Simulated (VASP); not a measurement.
# Al2Ru (Fddd) in VASP: further runs, part 2 of 2

VASP 6.6.1.

### 3 Relaxation of shape and atoms at fixed volume, PBEsol (12.47 Å³/atom)

This run uses another cell than the first one, of 12.47 Å³/atom.

File INCAR:

```
PREC = Accurate
ENCUT = 600
EDIFF = 1E-6
ISMEAR = 0
SIGMA = 0.01
LREAL = F
LASPH = T
NELM = 60
ALGO = Normal
ISIF = 4
LWAVE = F
LCHARG = F
GGA = PS
IBRION = 2
NSW = 50
EDIFFG = -0.01
```

File KPOINTS:

```
Automatic mesh
0
Gamma
  10 10 10
```

File POSCAR:

```
Al2Ru
1.0
    0.0000000000      3.8527407186      4.2616498193
    2.2780389525      0.0000000000      4.2616498193
    2.2780389525      3.8527407186      0.0000000000
Al Ru
4 2
Direct
    0.0797821029      0.4202178971      0.0797821029
    0.4202178971      0.0797821029      0.4202178971
    0.1702178971      0.8297821029      0.1702178971
    0.8297821029      0.1702178971      0.8297821029
    0.7500000000      0.7500000000      0.7500000000
    0.5000000000      0.5000000000      0.5000000000
```

Potentials or basis: VASP PAW PBE potentials, release 64 (Al, Ru_pv).

The run is started by

```console
> cat potpaw_PBE.64/Al/POTCAR potpaw_PBE.64/Ru_pv/POTCAR > POTCAR
> mpirun -np 1 vasp_std > vasp.out
```

It took 22 min on 1 thread of Oxide Virtual Turin-like, shared host; peak memory 0.45 GiB.

It converged, with:

```yaml
Free_energy: -40.3840 eV
Energy_gained_by_relaxing: 0.1 meV/atom
Ionic_steps: 4
Pressure_after_relaxing: 20.9 GPa
Largest_force_after_relaxing: 0.003 eV/Å
```

Forces on the atoms (eV/Å):
```
Al   0.000  0.003  0.000
Al   0.000 -0.003  0.000
Al   0.000 -0.003  0.000
Al   0.000  0.003  0.000
Ru   0.000  0.000  0.000
Ru   0.000  0.000  0.000
```

The path:
| step | energy change (eV) | largest force (eV/Å) | pressure (GPa) | volume (Å³) |
| --- | --- | --- | --- | --- |
| 1 | 0.0000 | 0.0497 | 20.94 | 74.81 |
| 2 | -0.0006 | 0.0097 | 20.84 | 74.81 |
| 3 | -0.0006 | 0.0170 | 20.87 | 74.81 |
| 4 | -0.0006 | 0.0031 | 20.86 | 74.81 |

Final structure:
```
Al Ru
1.0
     0.00000    3.84684    4.26663
     2.27887    0.00000    4.26663
     2.27887    3.84684    0.00000
Al Ru
4 2
Cartesian
  1.1394 0.6167 2.1333
  1.1394 3.2302 2.1333
  2.2789 1.3068 4.2666
  2.2789 6.3869 4.2666
  3.4183 5.7703 6.3999
  2.2789 3.8468 4.2666
```

Levels at points of the mesh, in eV from the Fermi level:
```csv
k point,band 18,band 19,band 20,band 21,band 22,band 23
"(0.00, 0.00, 0.00)",-1.47,-1.23,-0.06,1.81,2.34,2.51
"(0.50, 0.00, 0.00)",-2.39,-1.34,-1.05,0.35,0.71,2.13
"(0.50, 0.50, 0.00)",-1.88,-1.46,-1.46,2.41,2.41,2.77
"(0.50, 0.00, 0.50)",-2.58,-1.71,-1.71,1.91,1.91,2.66
"(0.00, 0.50, 0.50)",-2.91,-1.49,-1.49,0.36,0.36,4.77
```

Caveat: the PAW data sets were made with another functional, which shifts forces and pressure a little.

### 4 Single point, PBEsol

This run uses another cell than the first one, of 13.48 Å³/atom.

File INCAR:

```
ALGO = Normal
EDIFF = 1E-7
ENCUT = 520
GGA = PS
ISIF = 2
ISMEAR = 0
LASPH = True
LCHARG = False
LREAL = False
LWAVE = False
NBANDS = 29
NELM = 100
PREC = Accurate
SIGMA = 0.01
```

File KPOINTS:

```
k-points
0
Gamma
  10 10 10
```

File POSCAR:

```
Al2Ru
1.0
    0.0000000000      3.9633961846      4.3643388301
    2.3382215207      0.0000000000      4.3643388301
    2.3382215207      3.9633961846      0.0000000000
Al Ru
4 2
Direct
    0.0791175934      0.4208824066      0.0791175934
    0.4208824066      0.0791175934      0.4208824066
    0.1708824066      0.8291175934      0.1708824066
    0.8291175934      0.1708824066      0.8291175934
    0.7500000000      0.7500000000      0.7500000000
    0.5000000000      0.5000000000      0.5000000000
```

The run is started by

```console
> cat potpaw_PBE.64/Al/POTCAR potpaw_PBE.64/Ru_pv/POTCAR > POTCAR
> mpirun -np 1 vasp_std > vasp.out
```

It took 8 min on 1 thread of Oxide Virtual Turin-like, shared host; peak memory 0.43 GiB.

The run converged. Its results:

- Free energy: -40.8177 eV
- Pressure: 3.1 GPa
- Largest force: 0.005 eV/Å

Forces on the atoms (eV/Å):
```
Al   0.000  0.005  0.000
Al   0.000 -0.005  0.000
Al   0.000 -0.005  0.000
Al   0.000  0.005  0.000
Ru   0.000  0.000  0.000
Ru   0.000  0.000  0.000
```

Stress tensor (GPa, compression positive):
```
3.07 0.00 0.00
0.00 3.04 0.00
0.00 0.00 3.16
```

Levels at points of the mesh, in eV from the Fermi level:
```tsv
k point	band 18	band 19	band 20	band 21	band 22	band 23
(0.00, 0.00, 0.00)	-1.32	-1.27	-0.05	1.67	2.26	2.35
(0.50, 0.00, 0.00)	-2.20	-1.21	-0.95	0.30	0.69	1.85
(0.50, 0.50, 0.00)	-1.67	-1.41	-1.41	2.25	2.25	2.49
(0.50, 0.00, 0.50)	-2.38	-1.52	-1.52	1.75	1.75	2.43
(0.00, 0.50, 0.50)	-2.62	-1.34	-1.34	0.31	0.31	4.65
```

Caveat: the cell stands under pressure; the PAW data sets were made with another functional, which shifts forces and pressure a little.

### 5 Single point, PBEsol

This run uses another cell than the first one, of 13.94 Å³/atom.

File INCAR:

```
SYSTEM = Al2Ru
PREC     = Accurate       ! precision mode
ENCUT    = 520            ! plane-wave cutoff, eV
EDIFF    = 1E-7           ! SCF threshold, eV
ISMEAR   = 0              ! smearing method
SIGMA    = 0.01           ! smearing width, eV
LREAL    = .False.        ! projectors in reciprocal space
LASPH    = .True.         ! aspherical terms in the spheres
NELM     = 60             ! most SCF steps
ALGO     = Normal         ! electronic algorithm
ISIF     = 2              ! what is computed and relaxed
LWAVE    = .False.        ! write WAVECAR
LCHARG   = .False.        ! write CHGCAR
GGA      = PS             ! functional
NBANDS   = 29             ! bands
```

File KPOINTS:

```
Automatic mesh
0
Gamma
  10 10 10
  0 0 0
```

File POSCAR:

```
Al2Ru
1.0
    0.0000000000      4.0143683356      4.4067113946
    2.3643904964      0.0000000000      4.4067113946
    2.3643904964      4.0143683356      0.0000000000
Al Ru
4 2
Direct
    0.0787062577      0.4212937423      0.0787062577
    0.4212937423      0.0787062577      0.4212937423
    0.1712937423      0.8287062577      0.1712937423
    0.8287062577      0.1712937423      0.8287062577
    0.7500000000      0.7500000000      0.7500000000
    0.5000000000      0.5000000000      0.5000000000
```

The run is started by

```console
> cat potpaw_PBE.64/Al/POTCAR potpaw_PBE.64/Ru_pv/POTCAR > POTCAR
> mpirun -np 1 vasp_std > vasp.out
```

Wall time 9.5 min (1 thread of Oxide Virtual Turin-like, shared host); peak memory 0.44 GiB.

It converged, with:

```yaml
Free_energy: -40.8184 eV
Pressure: -2.9 GPa
Largest_force: 0.005 eV/Å
```

Forces in eV/Å, atoms in the order of the input:
```
Al   0.000 -0.005  0.000
Al   0.000  0.005  0.000
Al   0.000  0.005  0.000
Al   0.000 -0.005  0.000
Ru   0.000  0.000  0.000
Ru   0.000  0.000  0.000
```

Levels at points of the mesh, in eV from the Fermi level:
| k point | band 16 | band 17 | band 18 | band 19 | band 20 | band 21 | band 22 | band 23 | band 24 | band 25 |
| --- | --- | --- | --- | --- | --- | --- | --- | --- | --- | --- |
| (0.00, 0.00, 0.00) | -2.94 | -2.01 | -1.27 | -1.26 | -0.04 | 1.61 | 2.23 | 2.28 | 2.50 | 2.70 |
| (0.50, 0.00, 0.00) | -2.52 | -2.17 | -2.11 | -1.15 | -0.91 | 0.29 | 0.68 | 1.74 | 3.20 | 4.15 |
| (0.50, 0.50, 0.00) | -2.36 | -1.59 | -1.59 | -1.38 | -1.38 | 2.18 | 2.18 | 2.38 | 2.38 | 3.56 |
| (0.50, 0.00, 0.50) | -2.78 | -2.29 | -2.29 | -1.45 | -1.45 | 1.68 | 1.68 | 2.33 | 2.33 | 3.13 |
| (0.00, 0.50, 0.50) | -2.84 | -2.50 | -2.50 | -1.28 | -1.28 | 0.30 | 0.30 | 4.59 | 4.59 | 4.71 |

Caveat: the PAW data sets were made with another functional, which shifts forces and pressure a little.

### 6 Relaxation of cell and atoms, PBEsol, target pressure 15 GPa, at which the enthalpy is minimised

This run uses another cell than the first one, of 12.73 Å³/atom.

File INCAR:

```
PREC = Accurate ; ENCUT = 600
EDIFF = 1E-6 ; ISMEAR = 0
SIGMA = 0.01 ; LREAL = F
LASPH = T ; NELM = 60
ALGO = Normal ; ISIF = 3
LWAVE = F ; LCHARG = F
GGA = PS ; IBRION = 2
NSW = 70 ; EDIFFG = -0.008
PSTRESS = 150.0
```

File KPOINTS:

```
regular mesh
0
Gamma
  10 10 10
```

File POSCAR:

```
Al2Ru
1.0
    0.0000000000      3.8835396303      4.2878107572
    2.2938069526      0.0000000000      4.2878107572
    2.2938069526      3.8835396303      0.0000000000
Al Ru
4 2
Direct
    0.0795038439      0.4204961561      0.0795038439
    0.4204961561      0.0795038439      0.4204961561
    0.1704961561      0.8295038439      0.1704961561
    0.8295038439      0.1704961561      0.8295038439
    0.7500000000      0.7500000000      0.7500000000
    0.5000000000      0.5000000000      0.5000000000
```

Potentials or basis: VASP PAW PBE potentials, release 64 (Al, Ru_pv).

The run is started by

```console
> cat potpaw_PBE.64/Al/POTCAR potpaw_PBE.64/Ru_pv/POTCAR > POTCAR
> mpirun -np 1 vasp_std > vasp.out
```

Wall time 38 min (1 thread of Oxide Virtual Turin-like, shared host); peak memory 0.46 GiB.

The run converged. Its results:

```yaml
Free_energy: -40.5775 eV
Relaxed_volume: 12.76 Å³/atom
Relaxed_cell: a = 5.789 Å, b = 4.871 Å, c = 4.509 Å, α = 76.11°, β = 54.77°, γ = 49.12°
Space_group_after_relaxing_to_0.1_Å: Fddd (No. 70)
Energy_change_on_relaxing_the_run_minimises_the_enthalpy: -2.3 meV/atom
Ionic_steps: 7
Pressure_after_relaxing: 15.1 GPa
Largest_force_after_relaxing: 0.003 eV/Å
```

Forces in eV/Å, atoms in the order of the input:
```
Al   0.000  0.003  0.000
Al   0.000 -0.003  0.000
Al   0.000 -0.003  0.000
Al   0.000  0.003  0.000
Ru   0.000  0.000  0.000
Ru   0.000  0.000  0.000
```

The path:
| step | energy change (eV) | largest force (eV/Å) | pressure (GPa) | volume (Å³) |
| --- | --- | --- | --- | --- |
| 1 | 0.0000 | 0.0496 | 15.61 | 76.39 |
| 2 | -0.0496 | 0.0023 | 13.81 | 76.93 |
| 3 | -0.0224 | 0.0291 | 14.83 | 76.62 |
| 4 | -0.0153 | 0.0082 | 15.01 | 76.55 |
| 5 | -0.0157 | 0.0093 | 15.02 | 76.55 |
| 6 | -0.0159 | 0.0100 | 14.98 | 76.55 |
| 7 | -0.0139 | 0.0034 | 15.08 | 76.53 |

Final structure:
```cif
data_structure
_symmetry_space_group_name_H-M 'P 1'
_symmetry_Int_Tables_number 1
_cell_length_a 5.7887
_cell_length_b 4.8705
_cell_length_c 4.5086
_cell_angle_alpha 76.113
_cell_angle_beta 54.765
_cell_angle_gamma 49.122
_cell_volume 76.53
loop_
_atom_site_label
_atom_site_type_symbol
_atom_site_fract_x
_atom_site_fract_y
_atom_site_fract_z
_atom_site_occupancy
Al1 Al 0.07988 0.42012 0.07988 1
Al2 Al 0.42012 0.07988 0.42012 1
Al3 Al 0.17012 0.82988 0.17012 1
Al4 Al 0.82988 0.17012 0.82988 1
Ru1 Ru 0.75000 0.75000 0.75000 1
Ru2 Ru 0.50000 0.50000 0.50000 1
```

Levels at points of the mesh, in eV from the Fermi level:
```csv
k point,band 17,band 18,band 19,band 20,band 21,band 22,band 23,band 24
"(0.00, 0.00, 0.00)",-2.25,-1.44,-1.26,-0.07,1.75,2.30,2.45,2.79
"(0.50, 0.00, 0.00)",-2.50,-2.35,-1.31,-1.03,0.32,0.69,2.04,3.35
"(0.50, 0.50, 0.00)",-1.83,-1.83,-1.46,-1.46,2.35,2.35,2.67,2.67
"(0.50, 0.00, 0.50)",-2.53,-2.53,-1.67,-1.67,1.84,1.84,2.58,2.58
"(0.00, 0.50, 0.50)",-2.84,-2.84,-1.46,-1.46,0.33,0.33,4.72,4.72
```

Caveat: the cell is relaxed towards a set pressure, so the run minimises the enthalpy, not the energy; the PAW data sets were made with another functional, which shifts forces and pressure a little.

### 7 Summary

```csv
task,cell,cutoff (eV),pressure (GPa)
single point,"a = 5.848, b = 4.916, c = 4.559 Å, angles 76.1, 54.7, 49.2°, 6 atoms, atomic positions A",520,8.1
relaxation of shape and atoms at fixed volume,"relaxed from a = 5.745, b = 4.832, c = 4.476 Å, angles 76.1, 54.7, 49.1°, 6 atoms, atomic positions B",600,20.9
single point,"a = 5.895, b = 4.951, c = 4.602 Å, angles 76.1, 54.6, 49.3°, 6 atoms, atomic positions C",520,3.1
single point,"a = 5.961, b = 5.001, c = 4.659 Å, angles 76.1, 54.5, 49.4°, 6 atoms, atomic positions D",520,-2.9
relaxation of cell and atoms,"relaxed to 15 GPa from a = 5.785, b = 4.863, c = 4.510 Å, angles 76.1, 54.7, 49.2°, 6 atoms, atomic positions A",600,15.1
```

Alike in all rows: level PBEsol; potentials or basis VASP PAW PBE potentials, release 64 (Al, Ru_pv); no spin polarisation; k mesh 10 × 10 × 10; smearing gaussian 0.01 eV.

Caveats: the PAW data sets were made with another functional, which shifts forces and pressure a little; the cell stands under pressure (at least some runs); the cell is relaxed towards a set pressure, so the run minimises the enthalpy, not the energy (at least some runs).

Absolute energies hang on the potentials; compare differences alone.
